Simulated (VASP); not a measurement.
# ZnRh3 (I4/mmm) in VASP: notebook

Runs on ZnRh3. Level: LDA. Tasks: single point.

Everything below comes from runs of VASP 6.6.1. Logs are shortened: lines on timing, memory, paths and dates and some standing lists are left out, and cuts for length are marked.

## Step 1: The cell of the first run

The structure is tetragonal, space group I4/mmm (No. 139). Conventional cell: a = 3.796 Å, b = 3.796 Å, c = 7.576 Å, α = 90.00°, β = 90.00°, γ = 90.00°. Zn (site symmetry 4/mmm) has 12 Rh at 2.68 Å within 3.5 Å. Rh (site symmetry -4m2) has 4 Zn at 2.68 Å and 8 Rh at 2.68 Å within 3.5 Å. Rh (site symmetry 4/mmm) has 8 Rh at 2.68 Å and 4 Zn at 2.68 Å within 3.5 Å.

## Step 2: Single point, LDA

The input, INCAR:

```
PREC = Accurate
ENCUT = 520
EDIFF = 1E-7
ISMEAR = -1
SIGMA = 0.1
LREAL = F
LASPH = T
NELM = 100
ALGO = Normal
ISIF = 2
LWAVE = F
LCHARG = F
NBANDS = 36
```

The input, KPOINTS:

```
regular mesh
0
Gamma
  3 3 3
```

The input, POSCAR:

```
ZnRh3
1.0
   -1.8981420000      1.8981420000      3.7881810000
    1.8981420000     -1.8981420000      3.7881810000
    1.8981420000      1.8981420000     -3.7881810000
Zn Rh
1 3
Direct
    0.0000000000      0.0000000000      0.0000000000
    0.7500000000      0.2500000000      0.5000000000
    0.2500000000      0.7500000000      0.5000000000
    0.5000000000      0.5000000000      0.0000000000
```

Potentials or basis: VASP PAW LDA potentials, release 64 (Zn, Rh_pv).

The run is started by

```
cat potpaw_LDA.64/Zn/POTCAR potpaw_LDA.64/Rh_pv/POTCAR > POTCAR
mpirun -np 1 vasp_std > vasp.out
```

OUTCAR:

```text
PREC = Accurate
   ENCUT = 520
   EDIFF = 1E-7
   ISMEAR = -1
   LREAL = F
   LASPH = T
   NELM = 100
   ISIF = 2

 ion  position               nearest neighbor table
   1  0.000  0.000  0.000-   2 2.68   3 2.68   2 2.68   3 2.68   2 2.68   3 2.68   2 2.68   3 2.68
                             4 2.68   4 2.68   4 2.68   4 2.68
   2  0.750  0.250  0.500-   4 2.68   1 2.68   1 2.68   4 2.68   1 2.68   4 2.68   4 2.68   1 2.68
                             3 2.68   3 2.68   3 2.68   3 2.68
   3  0.250  0.750  0.500-   1 2.68   4 2.68   1 2.68   4 2.68   1 2.68   4 2.68   1 2.68   4 2.68
                             2 2.68   2 2.68   2 2.68   2 2.68
   4  0.500  0.500  0.000-   3 2.68   2 2.68   2 2.68   3 2.68   2 2.68   3 2.68   3 2.68   2 2.68
                             1 2.68   1 2.68   1 2.68   1 2.68

  LATTYP: Found a body centered tetragonal cell.
 ALAT       =     3.7962840000
 C/A-ratio  =     1.9957310886

  Lattice vectors:

 A1 = (  -1.8981420000,   1.8981420000,   3.7881810000)
 A2 = (   1.8981420000,  -1.8981420000,   3.7881810000)
 A3 = (   1.8981420000,   1.8981420000,  -3.7881810000)

Analysis of symmetry for initial positions (statically):
=====================================================================
 Subroutine PRICEL returns:
 Original cell was already a primitive cell.

 Routine SETGRP: Setting up the symmetry group for a
 body centered tetragonal supercell.

 Subroutine GETGRP returns: Found 16 space group operations
 (whereof 16 operations were pure point group operations)
 out of a pool of 16 trial point group operations.

The static configuration has the point symmetry D_4h.

Analysis of symmetry for dynamics (positions and initial velocities):
=====================================================================
 Subroutine PRICEL returns:
 Original cell was already a primitive cell.

 Routine SETGRP: Setting up the symmetry group for a
 body centered tetragonal supercell.

 Subroutine GETGRP returns: Found 16 space group operations
 (whereof 16 operations were pure point group operations)
 out of a pool of 16 trial point group operations.

The dynamic configuration has the point symmetry D_4h.

 Subroutine INISYM returns: Found 16 space group operations
 (whereof 16 operations are pure point group operations),
 and found     1 'primitive' translations

----------------------------------------------------------------------------------------

                                     Primitive cell

  volume of cell :      54.5944

  direct lattice vectors                    reciprocal lattice vectors
    -1.898142000  1.898142000  3.788181000     0.000000000  0.263415487  0.131989469
     1.898142000 -1.898142000  3.788181000     0.263415487  0.000000000  0.131989469
     1.898142000  1.898142000 -3.788181000     0.263415487  0.263415487  0.000000000

  length of vectors
     4.642865645  4.642865645  4.642865645     0.294633567  0.294633567  0.372525755

  position of ions in fractional coordinates (direct lattice)
     0.000000000  0.000000000  0.000000000
     0.750000000  0.250000000  0.500000000
     0.250000000  0.750000000  0.500000000
     0.500000000  0.500000000  0.000000000

  ion indices of the primitive-cell ions
   primitive index   ion index
                 1           1
                 2           2
                 3           3
                 4           4

----------------------------------------------------------------------------------------

 KPOINTS: regular mesh

Automatic generation of k-mesh.
 Grid dimensions read from file:
 generate k-points for:    3    3    3

 Generating k-lattice:

  Cartesian coordinates                     Fractional coordinates (reciprocal lattice)
     0.000000000  0.087805162  0.043996490     0.333333333  0.000000000 -0.000000000
     0.087805162  0.000000000  0.043996490     0.000000000  0.333333333 -0.000000000
     0.087805162  0.087805162  0.000000000     0.000000000  0.000000000  0.333333333

  Length of vectors
     0.098211189  0.098211189  0.124175252

  Shift w.r.t. Gamma in fractional coordinates (k-lattice)
     0.000000000  0.000000000  0.000000000

 Subroutine IBZKPT returns following result:
 ===========================================

 Found      6 irreducible k-points:

 Following reciprocal coordinates:
            Coordinates               Weight
  0.000000  0.000000  0.000000      1.000000
  0.333333 -0.000000  0.000000      8.000000
  0.333333  0.333333  0.000000      8.000000
 -0.333333  0.333333  0.000000      4.000000
 -0.333333  0.333333  0.333333      4.000000
 -0.333333 -0.333333  0.333333      2.000000
   k-points           NKPTS =      6   k-points in BZ     NKDIM =      6   number of bands    NBANDS=     36
   number of dos      NEDOS =    301   number of ions     NIONS =      4
   total plane-waves  NPLWV =  46656
   dimension x,y,z NGX =    36 NGY =   36 NGZ =   36
   dimension x,y,z NGXF=    72 NGYF=   72 NGZF=   72
   ions per type =               1   3
   NGX,Y,Z   is equivalent  to a cutoff of  12.89, 12.89, 12.89 a.u.
   NGXF,Y,Z  is equivalent  to a cutoff of  25.78, 25.78, 25.78 a.u.
 SYSTEM =  unknown system
   PREC   = accura    normal or accurate (medium, high low for compatibility)
   ISTART =      0    job   : 0-new  1-cont  2-samecut
   ICHARG =      2    charge: 1-file 2-atom 10-const
   ISPIN  =      1    spin polarized calculation?
   LNONCOLLINEAR =      F non collinear calculations
   LSORBIT =      F    spin-orbit coupling
   LASPH  =      T    aspherical Exc in radial PAW
   ENCUT  =  520.0 eV  38.22 Ry    6.18 a.u.   8.63  8.63  8.63*2*pi/ulx,y,z
   NELM   =    100;   NELMIN=  2; NELMDL= -5     # of ELM steps
   EDIFF  = 0.1E-06   stopping-criterion for ELM
   LREAL  =      F    real-space projection
   EDIFFG = 0.1E-05   stopping-criterion for IOM
   NSW    =      0    number of steps for IOM
   IBRION =     -1    ionic relax: 0-MD 1-quasi-New 2-CG
   NFREE  =      0    steps in history (QN), initial steepest desc. (CG)
   ISIF   =      2    stress and relaxation
   ISYM   =      2    0-nonsym 1-usesym 2-fastsym
   POTIM  = 0.5000    time-step for ionic-motion
   TEBEG  =    0.0;   TEEND  =   0.0 temperature during run
   PSTRESS=    0.0 pullay stress
   NELECT =      57.0000    total number of electrons
   NUPDOWN=      -1.0000    fix difference up-down
   EMIN   =  10.00;   EMAX   =-10.00  energy-range for DOS
   EFERMI =   0.00;   METHOD = LEGACY
   ISMEAR =    -1;   SIGMA  =   0.10  broadening in eV -4-tet -1-fermi 0-gaus
   EFERMI_NEDOS =   21; number of points for ismear=-14 and -15
   IALGO  =     38    algorithm
   IMIX   =      4    mixing-type and parameters
     AMIX     =   0.40;   BMIX     =  1.00
     AMIX_MAG =   1.60;   BMIX_MAG =  1.00
  volume/ion in A,a.u.               =      13.65        92.11
  Fermi-wavevector in a.u.,A,eV,Ry     =   1.660799  3.138455 37.528316  2.758253
  Thomas-Fermi vector in A             =   2.747973
   LORBIT       =      0    0 simple, 1 ext, 2 COOP (PROOUT), +10 PAW based schemes
   GGA     = CA    functional components
   LHFCALC =     F    Hartree Fock is set to
   AEXX    =    0.0000 exact exchange contribution
   IVDW    =     0    specifies the selected vdW correction
   LEPSILON=     F    determine dielectric tensor
   LRPA    =     F    only Hartree local field effects (RPA)
 non-spin polarized calculation
  energy-cutoff  :      520.00
  volume of cell :       54.59
 maximum number of plane-waves:      1492
 NGX is ok and might be reduce to    36
   NGX = 17   NGY = 17   NGZ = 17

 number of electron      57.0000012 magnetization

 Free energy of the ion-electron system (eV)
  ---------------------------------------------------
  ext. energy  EPLUGINS =         0.00000000
  ---------------------------------------------------
  free energy    TOTEN  =       -28.72844815 eV

  energy without entropy =      -28.62492852  energy(sigma->0) =      -28.67668834

 E-fermi :   9.2367     XC(G=0): -13.9219

 val. band max:        9.0598110839   @ k =  -0.3333   0.3333   0.0000
 cond. band min:       9.3977282357   @ k =   0.0000   0.0000   0.0000
 fundamental gap:      0.3379171518
 Fermi energy:         9.2366921830

 k-point     1 :       0.0000    0.0000    0.0000
  band No.  band energies     occupation
      1     -37.0550      2.00000
      2     -36.9210      2.00000
      3     -36.9210      2.00000
      4     -36.8638      2.00000
      5     -36.8638      2.00000
      6     -36.6990      2.00000
[... 28 lines left out ...]
     35      17.9198      0.00000
     36      17.9198      0.00000

 k-point     2 :       0.3333   -0.0000    0.0000
  band No.  band energies     occupation
      1     -37.0242      2.00000
      2     -36.9425      2.00000
      3     -36.9230      2.00000
      4     -36.7877      2.00000
      5     -36.7828      2.00000
      6     -36.6754      2.00000
[... 28 lines left out ...]
     35      18.1388      0.00000
     36      19.8483      0.00000

 k-point     3 :       0.3333    0.3333    0.0000
  band No.  band energies     occupation
      1     -37.0634      2.00000
      2     -37.0137      2.00000
      3     -36.9060      2.00000
      4     -36.8871      2.00000
      5     -36.6851      2.00000
      6     -36.6754      2.00000
[... 28 lines left out ...]
     35      18.6362      0.00000
     36      19.2418      0.00000

 k-point     4 :      -0.3333    0.3333    0.0000
  band No.  band energies     occupation
      1     -37.1076      2.00000
      2     -36.9855      2.00000
      3     -36.9039      2.00000
      4     -36.8118      2.00000
      5     -36.8013      2.00000
      6     -36.6260      2.00000
[... 28 lines left out ...]
     35      16.8612      0.00000
     36      17.5025      0.00000

 k-point     5 :      -0.3333    0.3333    0.3333
  band No.  band energies     occupation
      1     -36.9824      2.00000
      2     -36.9742      2.00000
      3     -36.9170      2.00000
      4     -36.8143      2.00000
      5     -36.7043      2.00000
      6     -36.6873      2.00000
[... 28 lines left out ...]
     35      19.1679      0.00000
     36      20.4411      0.00000

 k-point     6 :      -0.3333   -0.3333    0.3333
  band No.  band energies     occupation
      1     -37.0209      2.00000
      2     -37.0209      2.00000
      3     -36.9329      2.00000
      4     -36.7404      2.00000
      5     -36.7404      2.00000
      6     -36.6931      2.00000
[... 28 lines left out ...]
     35      19.9721      0.00000
     36      20.5933      0.00000

------------------------ aborting loop because EDIFF is reached ----------------------------------------

  FORCE on cell =-STRESS in cart. coord.  units (eV):
  Direction    XX          YY          ZZ          XY          YZ          ZX
  --------------------------------------------------------------------------------------
  -------------------------------------------------------------------------------------
  Total       -3.2002387     -3.2002387     -3.8308901      0.0000000     -0.0000000      0.0000000
  in kB      -93.9171369    -93.9171369   -112.4248121      0.0000000     -0.0000000      0.0000000
  external PRESSURE =    -100.0863620 kB  Pullay stress =       0.0000000 kB

 VOLUME and BASIS-vectors are now :
 -----------------------------------------------------------------------------
  energy-cutoff  :      520.00
  volume of cell :       54.59
      direct lattice vectors                 reciprocal lattice vectors
    -1.898142000  1.898142000  3.788181000     0.000000000  0.263415487  0.131989469
     1.898142000 -1.898142000  3.788181000     0.263415487  0.000000000  0.131989469
     1.898142000  1.898142000 -3.788181000     0.263415487  0.263415487  0.000000000

 POSITION                                       TOTAL-FORCE (eV/Angst)
 -----------------------------------------------------------------------------------
      0.00000      0.00000      0.00000         0.000000      0.000000      0.000000
      0.00000      1.89814      1.89409         0.000000      0.000000     -0.000000
      1.89814      0.00000      1.89409        -0.000000     -0.000000     -0.000000
      0.00000      0.00000      3.78818         0.000000      0.000000      0.000000
 -----------------------------------------------------------------------------------
    total drift:                               -0.000000      0.000000      0.000000

  FREE ENERGIE OF THE ION-ELECTRON SYSTEM (eV)
  ---------------------------------------------------
  free  energy   TOTEN  =       -28.7284481534 eV

  energy  without entropy=      -28.6249285176  energy(sigma->0) =      -28.67668834
```

Wall time 15 s (1 thread of Intel Xeon Platinum 8488C (Sapphire Rapids), shared host); peak memory 0.17 GiB.

Results:

- Free energy: -28.7284 eV
- Pressure: -10.0 GPa
- Band gap on the k mesh: zero (an odd number of electrons rules out a gap without spin polarisation)

Caveat: the k points lie up to 0.62 Å⁻¹ apart, too coarse for converged energies and pressures of a metal.

## Step 3: Single point, LDA

The input, INCAR:

```
SYSTEM = ZnRh3
PREC = Accurate ; ENCUT = 520
EDIFF = 1E-7 ; ISMEAR = -1
SIGMA = 0.1 ; LREAL = .False.
LASPH = .True. ; NELM = 100
ALGO = Normal ; ISIF = 2
LWAVE = .False. ; LCHARG = .False.
NBANDS = 36
```

The input, KPOINTS:

```
Automatic mesh
0
Gamma
  4 4 4
  0 0 0
```

POSCAR is that of step 2.

Potentials or basis: VASP PAW LDA potentials, release 64 (Zn, Rh_pv).

The run is started by

```
cat potpaw_LDA.64/Zn/POTCAR potpaw_LDA.64/Rh_pv/POTCAR > POTCAR
mpirun -np 1 vasp_std > vasp.out
```

It took 27 s on 1 thread of Intel Xeon Platinum 8488C (Sapphire Rapids), shared host; peak memory 0.17 GiB.

It converged, with:

* Free energy: -28.4483 eV
* Pressure: -8.6 GPa
* Band gap on the k mesh: zero (an odd number of electrons rules out a gap without spin polarisation)

Stress tensor (GPa, compression positive):
```
-8.78  0.00  0.00
 0.00 -8.78  0.00
 0.00  0.00 -8.30
```

Levels at points of the mesh, in eV from the Fermi level:
```csv
k point,band 24,band 25,band 26,band 27,band 28,band 29,band 30,band 31,band 32,band 33
"(0.00, 0.00, 0.00)",-1.13,-0.81,-0.80,0.04,0.04,0.26,1.39,2.23,7.04,7.34
"(0.50, 0.00, 0.00)",-1.88,-1.86,-1.15,-1.12,-1.02,-0.99,0.43,0.95,3.82,5.34
"(0.50, 0.50, 0.00)",-1.59,-1.25,-0.69,-0.49,-0.41,0.25,0.33,0.64,0.72,2.96
"(0.50, 0.50, 0.50)",-1.18,-1.18,-0.53,0.14,0.50,0.50,0.72,1.38,2.15,2.15
```

Caveat: the k points lie up to 0.46 Å⁻¹ apart, too coarse for converged energies and pressures of a metal.

## Step 4: Single point, LDA

The input, INCAR:

```
PREC = Accurate
ENCUT = 520
EDIFF = 1E-6
ISMEAR = -1
SIGMA = 0.1
LREAL = False
LASPH = True
NELM = 60
ALGO = Normal
ISIF = 2
LWAVE = False
LCHARG = True
GGA = CA
LELF = True
LVHAR = True
NBANDS = 36
```

The input, KPOINTS:

```
regular mesh
0
Gamma
  5 5 5
```

POSCAR is that of step 3.

Potentials or basis: VASP PAW LDA potentials, release 64 (Zn, Rh_pv).

The run is started by

```
cat potpaw_LDA.64/Zn/POTCAR potpaw_LDA.64/Rh_pv/POTCAR > POTCAR
mpirun -np 1 vasp_std > vasp.out
```

OUTCAR:

```text
PREC = Accurate
   ENCUT = 520
   EDIFF = 1E-6
   ISMEAR = -1
   LREAL = False
   LASPH = True
   NELM = 60
   ISIF = 2
   GGA = CA

 ion  position               nearest neighbor table
   1  0.000  0.000  0.000-   2 2.68   3 2.68   2 2.68   3 2.68   2 2.68   3 2.68   2 2.68   3 2.68
                             4 2.68   4 2.68   4 2.68   4 2.68
   2  0.750  0.250  0.500-   4 2.68   1 2.68   1 2.68   4 2.68   1 2.68   4 2.68   4 2.68   1 2.68
                             3 2.68   3 2.68   3 2.68   3 2.68
   3  0.250  0.750  0.500-   1 2.68   4 2.68   1 2.68   4 2.68   1 2.68   4 2.68   1 2.68   4 2.68
[... 897 lines left out ...]
  --------------------------------------------------------------------------------------
  -------------------------------------------------------------------------------------
  Total       -3.1695446     -3.1695446     -3.0144265      0.0000000      0.0000000      0.0000000
  in kB      -93.0163585    -93.0163585    -88.4641211      0.0000000      0.0000000      0.0000000
  external PRESSURE =     -91.4989460 kB  Pullay stress =       0.0000000 kB

 VOLUME and BASIS-vectors are now :
 -----------------------------------------------------------------------------
  energy-cutoff  :      520.00
  volume of cell :       54.59
      direct lattice vectors                 reciprocal lattice vectors
    -1.898142000  1.898142000  3.788181000     0.000000000  0.263415487  0.131989469
     1.898142000 -1.898142000  3.788181000     0.263415487  0.000000000  0.131989469
     1.898142000  1.898142000 -3.788181000     0.263415487  0.263415487  0.000000000

 POSITION                                       TOTAL-FORCE (eV/Angst)
 -----------------------------------------------------------------------------------
      0.00000      0.00000      0.00000         0.000000      0.000000     -0.000000
      0.00000      1.89814      1.89409         0.000000      0.000000     -0.000000
      1.89814      0.00000      1.89409        -0.000000     -0.000000      0.000000
      0.00000      0.00000      3.78818         0.000000      0.000000     -0.000000
 -----------------------------------------------------------------------------------
    total drift:                               -0.000000      0.000000      0.000000

  FREE ENERGIE OF THE ION-ELECTRON SYSTEM (eV)
  ---------------------------------------------------
  free  energy   TOTEN  =       -28.5811853949 eV

  energy  without entropy=      -28.4661272952  energy(sigma->0) =      -28.52365635
```

OSZICAR:

```text
N       E                     dE             d eps       ncg     rms          rms(c)
DAV:   1     0.662172412250E+03    0.66217E+03   -0.33403E+04  1320   0.210E+03
DAV:   2     0.795949312693E+01   -0.65421E+03   -0.63865E+03  1332   0.567E+02
DAV:   3    -0.293534482483E+02   -0.37313E+02   -0.35864E+02  1376   0.141E+02
DAV:   4    -0.300470200190E+02   -0.69357E+00   -0.69190E+00  1408   0.191E+01
DAV:   5    -0.300580252829E+02   -0.11005E-01   -0.11005E-01  1456   0.251E+00    0.172E+01
DAV:   6    -0.286978792665E+02    0.13601E+01   -0.52327E+00  1448   0.239E+01    0.691E+00
DAV:   7    -0.287362446988E+02   -0.38365E-01   -0.81571E-01  1592   0.105E+01    0.478E+00
DAV:   8    -0.286058925536E+02    0.13035E+00   -0.65717E-01  1356   0.760E+00    0.275E+00
DAV:   9    -0.285815588083E+02    0.24334E-01   -0.49785E-02  1368   0.245E+00    0.259E-01
DAV:  10    -0.285812415933E+02    0.31721E-03   -0.26488E-03  1680   0.790E-01    0.945E-02
DAV:  11    -0.285811877747E+02    0.53819E-04   -0.40680E-04  1376   0.143E-01    0.322E-02
DAV:  12    -0.285811853438E+02    0.24308E-05   -0.30283E-05  1448   0.629E-02    0.979E-03
DAV:  13    -0.285811853949E+02   -0.51063E-07   -0.16568E-06   804   0.236E-02
   1 F= -.28581185E+02 E0= -.28523656E+02  d E =-.115058E+00
```

It took 35 s on 1 thread of Intel Xeon Platinum 8488C (Sapphire Rapids), shared host; peak memory 0.18 GiB.

What came out:

* Free energy: -28.5812 eV
* Pressure: -9.1 GPa
* Band gap on the k mesh: zero (an odd number of electrons rules out a gap without spin polarisation)

Stress tensor (GPa, compression positive):
```
-9.30  0.00  0.00
 0.00 -9.30  0.00
 0.00  0.00 -8.85
```

Caveat: the k points lie up to 0.37 Å⁻¹ apart, too coarse for converged energies and pressures of a metal.

## Step 5: Summary

| k mesh | gap on the mesh (eV) | pressure (GPa) |
| --- | --- | --- |
| 3 × 3 × 3 | none | -10.0 |
| 4 × 4 × 4 | none | -8.6 |
| 5 × 5 × 5 | none | -9.1 |

Alike in all rows: task single point; level LDA; potentials or basis VASP PAW LDA potentials, release 64 (Zn, Rh_pv); no spin polarisation; cell as given; cutoff (eV) 520; smearing fermi-dirac 0.1 eV.

Caveats: all runs use coarse meshes.

Total energies depend on the potentials used, so only differences within one code and one set of settings carry meaning.
